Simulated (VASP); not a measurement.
# LiSe3 (P-6m2) in VASP: further runs

Runs on LiSe3. Level: PBE. Tasks: single point.

Everything below comes from runs of VASP 6.6.1. Logs are shortened: lines on timing, memory, paths and dates and some standing lists are left out, and cuts for length are marked.

## 1. The cell of the first run

The structure is hexagonal, space group P-6m2 (No. 187). Conventional cell: a = 3.616 Å, b = 3.616 Å, c = 7.899 Å, α = 90.00°, β = 90.00°, γ = 120.00°. Li (site symmetry -6m2) has 6 Se at 2.54 Å within 3.3 Å. Se (site symmetry 3m) has 2 Se at 2.51 to 2.88 Å and 3 Li at 2.54 Å within 3.3 Å. Within 3.3 Å of Se (site symmetry -6m2) lie 2 Se at 2.51 Å.

## 2. Single point, PBE

The input, INCAR:

```
PREC = Accurate
ENCUT = 520
EDIFF = 1E-6
ISMEAR = 0
SIGMA = 0.1
LREAL = F
LASPH = T
NELM = 80
ALGO = Normal
ISIF = 2
LWAVE = F
LCHARG = F
GGA = PE
NBANDS = 18
```

The input, KPOINTS:

```
regular mesh
0
Gamma
  3 3 4
```

The input, POSCAR:

```
LiSe3
1.0
    3.6162872941      0.0000000000      0.0000000000
   -1.8081436470      3.1317966641      0.0000000000
    0.0000000000      0.0000000000      7.8992196743
Li Se
1 3
Direct
    0.0000000000      0.0000000000      0.5000000000
    0.6666666667      0.3333333333      0.6824050238
    0.6666666667      0.3333333333      0.3175949762
    0.6666666667      0.3333333333      0.0000000000
```

Potentials or basis: VASP PAW PBE potentials, release 64 (Li_sv, Se).

On the command line:

```sh
$ cat potpaw_PBE.64/Li_sv/POTCAR potpaw_PBE.64/Se/POTCAR > POTCAR
$ mpirun -np 1 vasp_std > vasp.out
```

OUTCAR:

```text
PREC = Accurate
   ENCUT = 520
   EDIFF = 1E-6
   ISMEAR = 0
   LREAL = F
   LASPH = T
   NELM = 80
   ISIF = 2
   GGA = PE

 ion  position               nearest neighbor table
   1  0.000  0.000  0.500-   2 2.54   3 2.54   2 2.54   3 2.54   2 2.54   3 2.54
   2  0.667  0.333  0.682-   4 2.51   1 2.54   1 2.54   1 2.54
   3  0.667  0.333  0.318-   4 2.51   1 2.54   1 2.54   1 2.54
   4  0.667  0.333  0.000-   2 2.51   3 2.51

  LATTYP: Found a hexagonal cell.
 ALAT       =     3.6162872941
 C/A-ratio  =     2.1843451673

  Lattice vectors:

 A1 = (   3.6162872941,   0.0000000000,   0.0000000000)
 A2 = (  -1.8081436470,   3.1317966641,   0.0000000000)
 A3 = (   0.0000000000,   0.0000000000,   7.8992196743)

Analysis of symmetry for initial positions (statically):
=====================================================================
 Subroutine PRICEL returns:
 Original cell was already a primitive cell.

 Routine SETGRP: Setting up the symmetry group for a
 hexagonal supercell.

 Subroutine GETGRP returns: Found 12 space group operations
 (whereof 12 operations were pure point group operations)
 out of a pool of 24 trial point group operations.

The static configuration has the point symmetry D_3h.

Analysis of symmetry for dynamics (positions and initial velocities):
=====================================================================
 Subroutine PRICEL returns:
 Original cell was already a primitive cell.

 Routine SETGRP: Setting up the symmetry group for a
 hexagonal supercell.

 Subroutine GETGRP returns: Found 12 space group operations
 (whereof 12 operations were pure point group operations)
 out of a pool of 24 trial point group operations.

The dynamic configuration has the point symmetry D_3h.

 Subroutine INISYM returns: Found 12 space group operations
 (whereof 12 operations are pure point group operations),
 and found     1 'primitive' translations

----------------------------------------------------------------------------------------

                                     Primitive cell

  volume of cell :      89.4624

  direct lattice vectors                    reciprocal lattice vectors
     3.616287294  0.000000000  0.000000000     0.276526702  0.159652766  0.000000000
    -1.808143647  3.131796664  0.000000000     0.000000000  0.319305532  0.000000000
     0.000000000  0.000000000  7.899219674     0.000000000  0.000000000  0.126594783

  length of vectors
     3.616287294  3.616287294  7.899219674     0.319305532  0.319305532  0.126594783

  position of ions in fractional coordinates (direct lattice)
     0.000000000  0.000000000  0.500000000
     0.666666667  0.333333333  0.682405024
     0.666666667  0.333333333  0.317594976
     0.666666667  0.333333333  0.000000000

  ion indices of the primitive-cell ions
   primitive index   ion index
                 1           1
                 2           2
                 3           3
                 4           4

----------------------------------------------------------------------------------------

 KPOINTS: regular mesh

Automatic generation of k-mesh.
 Grid dimensions read from file:
 generate k-points for:    3    3    4

 Generating k-lattice:

  Cartesian coordinates                     Fractional coordinates (reciprocal lattice)
     0.092175567  0.053217589  0.000000000     0.333333333  0.000000000  0.000000000
     0.000000000  0.106435177  0.000000000     0.000000000  0.333333333  0.000000000
     0.000000000  0.000000000  0.031648696     0.000000000  0.000000000  0.250000000

  Length of vectors
     0.106435177  0.106435177  0.031648696

  Shift w.r.t. Gamma in fractional coordinates (k-lattice)
     0.000000000  0.000000000  0.000000000

 Subroutine IBZKPT returns following result:
 ===========================================

 Found      9 irreducible k-points:

 Following reciprocal coordinates:
            Coordinates               Weight
  0.000000  0.000000  0.000000      1.000000
  0.333333 -0.000000  0.000000      6.000000
  0.333333  0.333333  0.000000      2.000000
  0.000000  0.000000  0.250000      2.000000
  0.333333 -0.000000  0.250000     12.000000
  0.333333  0.333333  0.250000      4.000000
  0.000000  0.000000  0.500000      1.000000
  0.333333 -0.000000  0.500000      6.000000
  0.333333  0.333333  0.500000      2.000000
   k-points           NKPTS =      9   k-points in BZ     NKDIM =      9   number of bands    NBANDS=     18
   number of dos      NEDOS =    301   number of ions     NIONS =      4
   total plane-waves  NPLWV =  47040
   dimension x,y,z NGX =    28 NGY =   28 NGZ =   60
   dimension x,y,z NGXF=    56 NGYF=   56 NGZF=  120
   ions per type =               1   3
   NGX,Y,Z   is equivalent  to a cutoff of  12.87, 12.87, 12.63 a.u.
   NGXF,Y,Z  is equivalent  to a cutoff of  25.74, 25.74, 25.26 a.u.
 SYSTEM =  unknown system
   PREC   = accura    normal or accurate (medium, high low for compatibility)
   ISTART =      0    job   : 0-new  1-cont  2-samecut
   ICHARG =      2    charge: 1-file 2-atom 10-const
   ISPIN  =      1    spin polarized calculation?
   LNONCOLLINEAR =      F non collinear calculations
   LSORBIT =      F    spin-orbit coupling
   LASPH  =      T    aspherical Exc in radial PAW
   ENCUT  =  520.0 eV  38.22 Ry    6.18 a.u.   6.72  6.72 14.69*2*pi/ulx,y,z
   NELM   =     80;   NELMIN=  2; NELMDL= -5     # of ELM steps
   EDIFF  = 0.1E-05   stopping-criterion for ELM
   LREAL  =      F    real-space projection
   EDIFFG = 0.1E-04   stopping-criterion for IOM
   NSW    =      0    number of steps for IOM
   IBRION =     -1    ionic relax: 0-MD 1-quasi-New 2-CG
   NFREE  =      0    steps in history (QN), initial steepest desc. (CG)
   ISIF   =      2    stress and relaxation
   ISYM   =      2    0-nonsym 1-usesym 2-fastsym
   POTIM  = 0.5000    time-step for ionic-motion
   TEBEG  =    0.0;   TEEND  =   0.0 temperature during run
   PSTRESS=    0.0 pullay stress
   NELECT =      21.0000    total number of electrons
   NUPDOWN=      -1.0000    fix difference up-down
   EMIN   =  10.00;   EMAX   =-10.00  energy-range for DOS
   EFERMI =   0.00;   METHOD = LEGACY
   ISMEAR =     0;   SIGMA  =   0.10  broadening in eV -4-tet -1-fermi 0-gaus
   EFERMI_NEDOS =   21; number of points for ismear=-14 and -15
   IALGO  =     38    algorithm
   IMIX   =      4    mixing-type and parameters
     AMIX     =   0.40;   BMIX     =  1.00
     AMIX_MAG =   1.60;   BMIX_MAG =  1.00
  volume/ion in A,a.u.               =      22.37       150.93
  Fermi-wavevector in a.u.,A,eV,Ry     =   1.009875  1.908387 13.875873  1.019848
  Thomas-Fermi vector in A             =   2.142830
   LORBIT       =      0    0 simple, 1 ext, 2 COOP (PROOUT), +10 PAW based schemes
   GGA     = PE    functional components
   LHFCALC =     F    Hartree Fock is set to
   AEXX    =    0.0000 exact exchange contribution
   IVDW    =     0    specifies the selected vdW correction
   LEPSILON=     F    determine dielectric tensor
   LRPA    =     F    only Hartree local field effects (RPA)
 non-spin polarized calculation
 Gauss-broadening in eV      SIGMA  =   0.10
  energy-cutoff  :      520.00
  volume of cell :       89.46
 maximum number of plane-waves:      2442
 NGX is ok and might be reduce to    28
   NGX = 13   NGY = 13   NGZ = 29

 number of electron      20.9999987 magnetization

 Free energy of the ion-electron system (eV)
  ---------------------------------------------------
  ext. energy  EPLUGINS =         0.00000000
  ---------------------------------------------------
  free energy    TOTEN  =       -13.18997191 eV

  energy without entropy =      -13.18505089  energy(sigma->0) =      -13.18751140

 E-fermi :   2.2770     XC(G=0):  -9.0829

 val. band max:        2.2518947158   @ k =   0.0000   0.0000   0.5000
 cond. band min:       2.4762541585   @ k =   0.3333  -0.0000   0.0000
 fundamental gap:      0.2243594427
 Fermi energy:         2.2769847077

 k-point     1 :       0.0000    0.0000    0.0000
  band No.  band energies     occupation
      1     -42.6371      2.00000
      2     -11.9181      2.00000
      3     -10.2537      2.00000
      4      -9.5386      2.00000
      5      -1.5293      2.00000
      6      -0.6599      2.00000
[... 10 lines left out ...]
     17      10.3824      0.00000
     18      10.3824      0.00000

 k-point     2 :       0.3333   -0.0000    0.0000
  band No.  band energies     occupation
      1     -42.6351      2.00000
      2     -11.3866      2.00000
      3      -9.6741      2.00000
      4      -9.0175      2.00000
      5      -1.3762      2.00000
      6      -1.0187      2.00000
[... 10 lines left out ...]
     17      10.2905      0.00000
     18      10.7739      0.00000

 k-point     3 :       0.3333    0.3333    0.0000
  band No.  band energies     occupation
      1     -42.6342      2.00000
      2     -11.0749      2.00000
      3      -9.3304      2.00000
      4      -8.7099      2.00000
      5      -1.3832      2.00000
      6      -1.1675      2.00000
[... 10 lines left out ...]
     17      10.7018      0.00000
     18      12.1305      0.00000

 k-point     4 :       0.0000    0.0000    0.2500
  band No.  band energies     occupation
      1     -42.6370      2.00000
      2     -11.8080      2.00000
      3     -10.7394      2.00000
      4      -9.0224      2.00000
      5      -2.7787      2.00000
      6       1.0785      2.00000
[... 10 lines left out ...]
     17      10.3979      0.00000
     18      10.6668      0.00000

 k-point     5 :       0.3333   -0.0000    0.2500
  band No.  band energies     occupation
      1     -42.6352      2.00000
      2     -11.2740      2.00000
      3     -10.1904      2.00000
      4      -8.4658      2.00000
      5      -2.3061      2.00000
      6      -1.2481      2.00000
[... 10 lines left out ...]
     17      11.1477      0.00000
     18      11.2403      0.00000

 k-point     6 :       0.3333    0.3333    0.2500
  band No.  band energies     occupation
      1     -42.6342      2.00000
      2     -10.9611      2.00000
      3      -9.8660      2.00000
      4      -8.1354      2.00000
      5      -2.0182      2.00000
      6      -1.2594      2.00000
[... 10 lines left out ...]
     17      12.1553      0.00000
     18      12.3538      0.00000

 k-point     7 :       0.0000    0.0000    0.5000
  band No.  band energies     occupation
      1     -42.6371      2.00000
      2     -11.6129      2.00000
      3     -11.1419      2.00000
      4      -8.6555      2.00000
      5      -3.4352      2.00000
      6       2.2024      1.70841
[... 10 lines left out ...]
     17      10.4097      0.00000
     18      11.3459      0.00000

 k-point     8 :       0.3333   -0.0000    0.5000
  band No.  band energies     occupation
      1     -42.6352      2.00000
      2     -11.0718      2.00000
      3     -10.6074      2.00000
      4      -8.0818      2.00000
      5      -2.9758      2.00000
      6      -0.9333      2.00000
[... 10 lines left out ...]
     17      10.8213      0.00000
     18      11.5907      0.00000

 k-point     9 :       0.3333    0.3333    0.5000
  band No.  band energies     occupation
      1     -42.6342      2.00000
      2     -10.7561      2.00000
      3     -10.2902      2.00000
      4      -7.7406      2.00000
      5      -2.7003      2.00000
      6      -0.9992      2.00000
[... 10 lines left out ...]
     17      12.3909      0.00000
     18      12.6442      0.00000

------------------------ aborting loop because EDIFF is reached ----------------------------------------

  FORCE on cell =-STRESS in cart. coord.  units (eV):
  Direction    XX          YY          ZZ          XY          YZ          ZX
  --------------------------------------------------------------------------------------
  -------------------------------------------------------------------------------------
  Total        0.0116180      0.0116180      0.1742009      0.0000000      0.0000000      0.0000000
  in kB        0.2080659      0.2080659      3.1197542      0.0000000      0.0000000      0.0000000
  external PRESSURE =       1.1786287 kB  Pullay stress =       0.0000000 kB

 VOLUME and BASIS-vectors are now :
 -----------------------------------------------------------------------------
  energy-cutoff  :      520.00
  volume of cell :       89.46
      direct lattice vectors                 reciprocal lattice vectors
     3.616287294  0.000000000  0.000000000     0.276526702  0.159652766  0.000000000
    -1.808143647  3.131796664  0.000000000     0.000000000  0.319305532  0.000000000
     0.000000000  0.000000000  7.899219674     0.000000000  0.000000000  0.126594783

 POSITION                                       TOTAL-FORCE (eV/Angst)
 -----------------------------------------------------------------------------------
      0.00000      0.00000      3.94961         0.000000      0.000000      0.000000
      1.80814      1.04393      5.39047        -0.000000      0.000000      0.004292
      1.80814      1.04393      2.50875        -0.000000      0.000000     -0.004292
      1.80814      1.04393      0.00000        -0.000000      0.000000      0.000000
 -----------------------------------------------------------------------------------
    total drift:                               -0.000001      0.000000      0.000000

  FREE ENERGIE OF THE ION-ELECTRON SYSTEM (eV)
  ---------------------------------------------------
  free  energy   TOTEN  =       -13.1899719139 eV

  energy  without entropy=      -13.1850508898  energy(sigma->0) =      -13.18751140
```

Wall time 9.2 s (1 thread of Intel Xeon 6975P-C (Granite Rapids), shared host); peak memory 0.2 GiB.

Results:

```
Free energy   : -13.1900 eV
Largest force : 0.004 eV/Å
```

Forces in eV/Å, atoms in the order of the input:
```
Li   0.000  0.000  0.000
Se   0.000  0.000  0.004
Se   0.000  0.000 -0.004
Se   0.000  0.000  0.000
```

Caveat: the k points lie up to 0.67 Å⁻¹ apart; the cutoff is under 1.25 times the usual one of these potentials, so pressure, stress and relaxed cells hold a basis-set (Pulay) error.

## 3. Single point, PBE

This run uses another cell than the first one, of 25.28 Å³/atom, 1.130 times its volume.

The input, INCAR:

```
SYSTEM = LiSe3
  ALGO = Normal
  EDIFF = 1E-7
  ENCUT = 520
  GGA = PE
  ISIF = 2
  ISMEAR = 0
  LASPH = .TRUE.
  LCHARG = .FALSE.
  LREAL = .FALSE.
  LWAVE = .FALSE.
  NBANDS = 18
  NELM = 80
  PREC = Accurate
  SIGMA = 0.1
```

The input, KPOINTS:

```
k-points
0
G
  6 6 2
  0 0 0
```

The input, POSCAR:

```
LiSe3
1.0
    3.9651025698      0.0000000000      0.0000000000
   -1.9825512849      3.4338795540      0.0000000000
    0.0000000000      0.0000000000      7.4253283458
Li Se
1 3
Direct
    0.0000000000      0.0000000000      0.5000000000
    0.6666666667      0.3333333333      0.6733547699
    0.6666666667      0.3333333333      0.3266452301
    0.6666666667      0.3333333333      0.0000000000
```

Potentials or basis: VASP PAW PBE potentials, release 64 (Li_sv, Se).

On the command line:

```sh
$ cat potpaw_PBE.64/Li_sv/POTCAR potpaw_PBE.64/Se/POTCAR > POTCAR
$ mpirun -np 1 vasp_std > vasp.out
```

Run time: 15 s. Hardware: 1 thread of Intel Xeon 6975P-C (Granite Rapids), shared host; peak memory 0.21 GiB.

Results (log left out):

| Item | Value |
| --- | --- |
| Free energy | -13.5155 eV |

Levels at points of the mesh, in eV from the Fermi level:
```tsv
k point	band 8	band 9	band 10	band 11	band 12	band 13
(0.00, 0.00, 0.00)	-1.75	0.25	0.25	0.50	0.50	3.87
(0.50, 0.00, 0.00)	-2.42	-2.23	-1.70	-0.29	-0.07	4.66
(0.00, 0.00, 0.50)	-1.02	-1.02	1.54	1.54	2.08	2.85
(0.50, 0.00, 0.50)	-2.02	-1.57	-0.58	1.08	2.47	3.16
```

Caveat: the k points lie up to 0.42 Å⁻¹ apart; the cutoff is under 1.25 times the usual one of these potentials, so pressure, stress and relaxed cells hold a basis-set (Pulay) error.

## 4. Single point, PBE

This run uses another cell than the first one, of 44.02 Å³/atom, 1.968 times its volume.

The input, INCAR:

```
  ALGO = Normal
  EDIFF = 1E-7
  ENCUT = 520
  GGA = PE
  ISIF = 2
  ISMEAR = 0
  LASPH = True
  LCHARG = False
  LREAL = False
  LWAVE = False
  NBANDS = 18
  NELM = 100
  PREC = Accurate
  SIGMA = 0.1
```

The input, KPOINTS:

```
k-points
0
Gamma
  3 3 4
```

The input, POSCAR:

```
LiSe3
1.0
    5.8379175200      0.0000000000      0.0000000000
   -2.9189587600      5.0557848700      0.0000000000
    0.0000000000      0.0000000000      5.9659917000
Li Se
1 3
Direct
    0.0000000000      0.0000000000      0.5000000000
    0.6666666700      0.3333333300      0.7129541300
    0.6666666700      0.3333333300      0.2870458700
    0.6666666700      0.3333333300      0.0000000000
```

On the command line:

```sh
$ cat potpaw_PBE.64/Li_sv/POTCAR potpaw_PBE.64/Se/POTCAR > POTCAR
$ mpirun -np 1 vasp_std > vasp.out
```

Wall time 21 s (1 thread of Intel Xeon 6975P-C (Granite Rapids), shared host); peak memory 0.32 GiB.

The run converged. Its results:

- Free energy: 2.8380 eV
- Largest force: 30.481 eV/Å

Forces in eV/Å, atoms in the order of the input:
```
Li    0.000   0.000   0.000
Se    0.000   0.000 -30.481
Se    0.000   0.000  30.481
Se    0.000   0.000   0.000
```

Levels at points of the mesh, in eV from the Fermi level:
```
           k point  band 8  band 9  band 10  band 11  band 12  band 13  band 14  band 15
(0.00, 0.00, 0.00)   -3.67   -3.67    -1.06    -1.06    -0.79     0.62     2.41     2.41
(0.00, 0.00, 0.50)   -4.82   -4.82     0.23     0.27     1.23     1.23     2.92     2.92
```

Caveat: the k points lie up to 0.41 Å⁻¹ apart; the cutoff is under 1.25 times the usual one of these potentials, so pressure, stress and relaxed cells hold a basis-set (Pulay) error; forces of over 1 eV/Å act on the atoms, so gaps and moduli don't describe the material at rest.

## 5. The runs side by side

| cell | k mesh | gap on the mesh (eV) |
| --- | --- | --- |
| a = 3.616, b = 3.616, c = 7.899 Å, angles 90.0, 90.0, 120.0°, 4 atoms | 3 × 3 × 4 | none |
| a = 3.965, b = 3.965, c = 7.425 Å, angles 90.0, 90.0, 120.0°, 4 atoms | 6 × 6 × 2 | none |
| a = 5.838, b = 5.838, c = 5.966 Å, angles 90.0, 90.0, 120.0°, 4 atoms | 3 × 3 × 4 | none |

Alike in all rows: task single point; level PBE; potentials or basis VASP PAW PBE potentials, release 64 (Li_sv, Se); no spin polarisation; cutoff (eV) 520; smearing gaussian 0.1 eV.

Caveats: all runs use coarse meshes; the cutoff is under 1.25 times the usual one of these potentials, so pressure, stress and relaxed cells hold a basis-set (Pulay) error; forces of over 1 eV/Å act on the atoms, so gaps and moduli don't describe the material at rest (some runs).

Absolute energies hang on the potentials; compare differences alone.
